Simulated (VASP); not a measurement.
# AlCo (Pm-3m) in VASP: notebook, part 2 of 2

VASP 6.6.1. The steps go on from the part before.

## (4) Single point, r2SCAN, collinear spin, ferromagnetic start (volume scaled by 0.97)

Contents of POSCAR:

```
AlCo
1.0
    2.7955279993      0.0000000000      0.0000000000
    0.0000000000      2.7955279993      0.0000000000
    0.0000000000      0.0000000000      2.7955279993
Al Co
1 1
Direct
    0.0000000000      0.0000000000      0.0000000000
    0.5000000000      0.5000000000      0.5000000000
```

Contents of INCAR.step1:

```
SYSTEM = AlCo
PREC = Accurate ; ENCUT = 520
ISMEAR = 0 ; SIGMA = 0.1
LREAL = .False. ; LASPH = .True.
NELM = 150 ; ISPIN = 2
MAGMOM = 0 0.16 ; LMAXMIX = 4
NBANDS = 17 ; GGA = PE
ALGO = Normal ; EDIFF = 1E-4
LWAVE = .True. ; LCHARG = .False.
```

Contents of INCAR.step2:

```
SYSTEM = AlCo
PREC = Accurate ; ENCUT = 520
EDIFF = 1E-6 ; ISMEAR = 0
SIGMA = 0.1 ; LREAL = .False.
LASPH = .True. ; NELM = 150
ALGO = Normal ; ISIF = 2
LWAVE = .False. ; LCHARG = .False.
ISPIN = 2 ; MAGMOM = 0 0.16
LORBIT = 11 ; LMAXMIX = 4
METAGGA = R2SCAN ; LMIXTAU = .True.
NBANDS = 17 ; ISTART = 1
```

Contents of KPOINTS:

```
regular mesh
0
Gamma
  14 14 14
  0 0 0
```

Command:

```bash
> cat potpaw_PBE.64/Al/POTCAR potpaw_PBE.64/Co/POTCAR > POTCAR
> cp INCAR.step1 INCAR
> mpirun -np 1 vasp_std > vasp.out
> cp INCAR.step2 INCAR
> mpirun -np 1 vasp_std > vasp.out
```

Run time: 2.9 min. Hardware: 1 thread of Intel Xeon Platinum 8375C at 2.90GHz (Ice Lake), shared host; peak memory 0.21 GiB.

The run converged. Its results:

```
Free energy                                           : -21.0696 eV
Pressure                                              : 5.9 GPa
Band gap on the k mesh                                : zero (filled and empty bands overlap)
Net moment                                            : 0.00 μB per cell
Valence electrons inside the program's atomic spheres : Al 0.87; Co 8.61
```

Levels at points of the mesh, in eV from the Fermi level:
Spin up:
| k point | band 3 | band 4 | band 5 | band 6 | band 7 | band 8 | band 9 | band 10 |
| --- | --- | --- | --- | --- | --- | --- | --- | --- |
| (0.00, 0.00, 0.00) | -3.37 | -1.18 | -1.18 | -1.18 | 6.61 | 6.61 | 6.61 | 9.22 |
| (0.50, 0.00, 0.00) | -2.66 | -2.13 | -2.13 | -1.05 | 0.26 | 8.77 | 11.42 | 11.42 |
| (0.50, 0.50, 0.00) | -3.10 | -3.10 | -1.92 | -1.92 | -0.22 | 2.70 | 3.91 | 14.42 |
| (0.50, 0.50, 0.50) | -4.58 | -0.17 | -0.17 | 2.33 | 2.33 | 2.33 | 5.41 | 5.72 |
Spin down:
| k point | band 2 | band 3 | band 4 | band 5 | band 6 | band 7 | band 8 | band 9 | band 10 | band 11 |
| --- | --- | --- | --- | --- | --- | --- | --- | --- | --- | --- |
| (0.00, 0.00, 0.00) | -3.37 | -3.37 | -1.18 | -1.18 | -1.18 | 6.61 | 6.61 | 6.61 | 9.22 | 9.22 |
| (0.50, 0.00, 0.00) | -7.40 | -2.66 | -2.13 | -2.13 | -1.05 | 0.26 | 8.77 | 11.42 | 11.42 | 12.95 |
| (0.50, 0.50, 0.00) | -3.46 | -3.10 | -3.10 | -1.92 | -1.92 | -0.22 | 2.70 | 3.91 | 14.42 | 16.98 |
| (0.50, 0.50, 0.50) | -4.58 | -4.58 | -0.18 | -0.18 | 2.33 | 2.33 | 2.33 | 5.41 | 5.72 | 5.72 |

Caveat: the cell differs from its parent crystal (volume scaled by 0.97); the PAW data sets were made with another functional, which shifts forces and pressure a little.

## (5) Single point, r2SCAN, collinear spin, ferromagnetic start

This run uses another cell than the first one, of 11.26 Å³/atom, 1.005 times its volume.

Contents of POSCAR:

```
AlCo
1.0
    2.8240557655      0.0000000000      0.0000000000
    0.0000000000      2.8240557655      0.0000000000
    0.0000000000      0.0000000000      2.8240557655
Al Co
1 1
Direct
    0.0000000000      0.0000000000      0.0000000000
    0.5000000000      0.5000000000      0.5000000000
```

Contents of INCAR.step1:

```
SYSTEM = AlCo
PREC = Accurate
ENCUT = 520
ISMEAR = 0
SIGMA = 0.1
LREAL = .False.
LASPH = .True.
NELM = 150
ISPIN = 2
MAGMOM = 0 0.39
LMAXMIX = 4
NBANDS = 17
GGA = PE
ALGO = Normal
EDIFF = 1E-4
LWAVE = .True.
LCHARG = .False.
```

Contents of INCAR.step2:

```
SYSTEM = AlCo
PREC = Accurate
ENCUT = 520
EDIFF = 1E-6
ISMEAR = 0
SIGMA = 0.1
LREAL = .False.
LASPH = .True.
NELM = 150
ALGO = Normal
ISIF = 2
LWAVE = .False.
LCHARG = .False.
ISPIN = 2
MAGMOM = 0 0.39
LORBIT = 11
LMAXMIX = 4
METAGGA = R2SCAN
LMIXTAU = .True.
NBANDS = 17
ISTART = 1
```

KPOINTS is that of step 4.

Potentials or basis: VASP PAW PBE potentials, release 64 (Al, Co).

Command:

```bash
> cat potpaw_PBE.64/Al/POTCAR potpaw_PBE.64/Co/POTCAR > POTCAR
> cp INCAR.step1 INCAR
> mpirun -np 1 vasp_std > vasp.out
> cp INCAR.step2 INCAR
> mpirun -np 1 vasp_std > vasp.out
```

OUTCAR:

```text
SYSTEM = AlCo
   PREC = Accurate
   ENCUT = 520
   EDIFF = 1E-6
   ISMEAR = 0
   LREAL = .False.
   LASPH = .True.
   NELM = 150
   ISIF = 2
   ISPIN = 2
   LORBIT = 11
   METAGGA = R2SCAN
   ISTART = 1

 ion  position               nearest neighbor table
   1  0.000  0.000  0.000-   2 2.45   2 2.45   2 2.45   2 2.45   2 2.45   2 2.45   2 2.45   2 2.45

   2  0.500  0.500  0.500-   1 2.45   1 2.45   1 2.45   1 2.45   1 2.45   1 2.45   1 2.45   1 2.45

  LATTYP: Found a simple cubic cell.
 ALAT       =     2.8240557655

  Lattice vectors:

 A1 = (   2.8240557655,   0.0000000000,   0.0000000000)
 A2 = (   0.0000000000,   2.8240557655,   0.0000000000)
 A3 = (   0.0000000000,   0.0000000000,   2.8240557655)

[... 1175 lines left out ...]
 -----------------------------------------------------------------------------
  energy-cutoff  :      520.00
  volume of cell :       22.52
      direct lattice vectors                 reciprocal lattice vectors
     2.824055765  0.000000000  0.000000000     0.354100656  0.000000000  0.000000000
     0.000000000  2.824055765  0.000000000     0.000000000  0.354100656  0.000000000
     0.000000000  0.000000000  2.824055765     0.000000000  0.000000000  0.354100656

 POSITION                                       TOTAL-FORCE (eV/Angst)
 -----------------------------------------------------------------------------------
      0.00000      0.00000      0.00000         0.000000      0.000000      0.000000
      1.41203      1.41203      1.41203         0.000000      0.000000      0.000000
 -----------------------------------------------------------------------------------
    total drift:                                0.000000     -0.000000     -0.000000

  FREE ENERGIE OF THE ION-ELECTRON SYSTEM (eV)
  ---------------------------------------------------
  free  energy   TOTEN  =       -21.0807141269 eV

  energy  without entropy=      -21.0775296271  energy(sigma->0) =      -21.07912188

 total charge

# of ion       s       p       d       tot
------------------------------------------
    1        0.395   0.452   0.000   0.847
    2        0.465   0.571   7.509   8.545
--------------------------------------------------
tot          0.860   1.024   7.509   9.393

 magnetization (x)

# of ion       s       p       d       tot
------------------------------------------
    1        0.000   0.000   0.000   0.000
    2        0.000   0.000  -0.000  -0.000
--------------------------------------------------
tot          0.000   0.000  -0.000  -0.000
```

Run time: 3 min. Hardware: 1 thread of Intel Xeon Platinum 8375C at 2.90GHz (Ice Lake), shared host; peak memory 0.21 GiB.

What came out:

* Free energy: -21.0807 eV
* Pressure: -0.5 GPa
* Band gap on the k mesh: zero (filled and empty bands overlap)
* Net moment: 0.00 μB per cell
* Valence electrons inside the program's atomic spheres: Al 0.85; Co 8.54

Levels at points of the mesh, in eV from the Fermi level:
Spin up:
```
           k point  band 2  band 3  band 4  band 5  band 6  band 7  band 8  band 9  band 10  band 11
(0.00, 0.00, 0.00)   -3.21   -3.21   -1.14   -1.14   -1.14    6.44    6.44    6.44     9.09     9.09
(0.50, 0.00, 0.00)   -7.23   -2.54   -2.05   -2.05   -1.02    0.24    8.73   11.24    11.24    12.60
(0.50, 0.50, 0.00)   -3.33   -3.04   -3.04   -1.85   -1.85   -0.21    2.60    3.72    14.04    16.70
(0.50, 0.50, 0.50)   -4.43   -4.43   -0.17   -0.17    2.33    2.33    2.33    5.10     5.54     5.54
```
Spin down:
| k point | band 2 | band 3 | band 4 | band 5 | band 6 | band 7 | band 8 | band 9 | band 10 | band 11 |
| --- | --- | --- | --- | --- | --- | --- | --- | --- | --- | --- |
| (0.00, 0.00, 0.00) | -3.21 | -3.21 | -1.14 | -1.14 | -1.14 | 6.44 | 6.44 | 6.44 | 9.09 | 9.09 |
| (0.50, 0.00, 0.00) | -7.23 | -2.54 | -2.06 | -2.06 | -1.02 | 0.24 | 8.73 | 11.24 | 11.24 | 12.60 |
| (0.50, 0.50, 0.00) | -3.33 | -3.04 | -3.04 | -1.85 | -1.85 | -0.21 | 2.60 | 3.72 | 14.04 | 16.70 |
| (0.50, 0.50, 0.50) | -4.43 | -4.43 | -0.17 | -0.17 | 2.33 | 2.33 | 2.33 | 5.10 | 5.54 | 5.54 |

Caveat: the PAW data sets were made with another functional, which shifts forces and pressure a little.

## (6) Single point, r2SCAN, collinear spin, ferromagnetic start

This run uses another cell than the first one, of 11.26 Å³/atom, 1.005 times its volume.

POSCAR is that of step 5.

Contents of INCAR.step1:

```
PREC = Accurate
ENCUT = 520
ISMEAR = 0
SIGMA = 0.1
LREAL = False
LASPH = True
NELM = 150
ISPIN = 2
MAGMOM = 0 0.16
LMAXMIX = 4
NBANDS = 17
GGA = PE
ALGO = Normal
EDIFF = 1E-4
LWAVE = True
LCHARG = False
```

Contents of INCAR.step2:

```
PREC = Accurate
ENCUT = 520
EDIFF = 1E-6
ISMEAR = 0
SIGMA = 0.1
LREAL = False
LASPH = True
NELM = 150
ALGO = Normal
ISIF = 2
LWAVE = False
LCHARG = False
ISPIN = 2
MAGMOM = 0 0.16
LORBIT = 11
LMAXMIX = 4
METAGGA = R2SCAN
LMIXTAU = True
NBANDS = 17
ISTART = 1
```

Contents of KPOINTS:

```
regular mesh
0
Gamma
  14 14 14
```

Potentials or basis: VASP PAW PBE potentials, release 64 (Al, Co).

Command:

```bash
> cat potpaw_PBE.64/Al/POTCAR potpaw_PBE.64/Co/POTCAR > POTCAR
> cp INCAR.step1 INCAR
> mpirun -np 1 vasp_std > vasp.out
> cp INCAR.step2 INCAR
> mpirun -np 1 vasp_std > vasp.out
```

It took 2.7 min on 1 thread of Intel Xeon Platinum 8375C at 2.90GHz (Ice Lake), shared host; peak memory 0.21 GiB.

It converged, with:

* Free energy: -21.0807 eV
* Pressure: -0.5 GPa
* Band gap on the k mesh: zero (filled and empty bands overlap)
* Net moment: 0.00 μB per cell
* Valence electrons inside the program's atomic spheres: Al 0.85; Co 8.54

Levels at points of the mesh, in eV from the Fermi level:
Spin up:
```csv
k point,band 4,band 5,band 6,band 7,band 8,band 9
"(0.00, 0.00, 0.00)",-1.14,-1.14,-1.14,6.44,6.44,6.44
"(0.50, 0.00, 0.00)",-2.06,-2.06,-1.02,0.24,8.73,11.24
"(0.50, 0.50, 0.00)",-3.04,-1.85,-1.85,-0.21,2.60,3.72
"(0.50, 0.50, 0.50)",-0.17,-0.17,2.33,2.33,2.33,5.10
```
Spin down:
| k point | band 3 | band 4 | band 5 | band 6 | band 7 | band 8 | band 9 | band 10 |
| --- | --- | --- | --- | --- | --- | --- | --- | --- |
| (0.00, 0.00, 0.00) | -3.21 | -1.14 | -1.14 | -1.14 | 6.44 | 6.44 | 6.44 | 9.09 |
| (0.50, 0.00, 0.00) | -2.54 | -2.06 | -2.06 | -1.02 | 0.24 | 8.73 | 11.24 | 11.24 |
| (0.50, 0.50, 0.00) | -3.04 | -3.04 | -1.85 | -1.85 | -0.21 | 2.60 | 3.72 | 14.04 |
| (0.50, 0.50, 0.50) | -4.43 | -0.17 | -0.17 | 2.33 | 2.33 | 2.33 | 5.10 | 5.54 |

Caveat: the PAW data sets were made with another functional, which shifts forces and pressure a little.

## (7) The runs side by side

```csv
cell,k mesh,gap on the mesh (eV),pressure (GPa),moment (μB)
"a = 2.819 Å, 2 atoms",6 × 6 × 6,none,1.6,0.25
"a = 2.766 Å, 2 atoms",14 × 14 × 14,none,13.4,0.00
"a = 2.796 Å, 2 atoms",14 × 14 × 14,none,5.9,0.00
"a = 2.824 Å, 2 atoms",14 × 14 × 14,none,-0.5,0.00
```

Alike in all rows: task single point; level r2SCAN; potentials or basis VASP PAW PBE potentials, release 64 (Al, Co); spin collinear, ferromagnetic start; cutoff (eV) 520; smearing gaussian 0.1 eV.

Caveats: some runs use coarse meshes; the PAW data sets were made with another functional, which shifts forces and pressure a little.

Absolute energies hang on the potentials; compare differences alone.
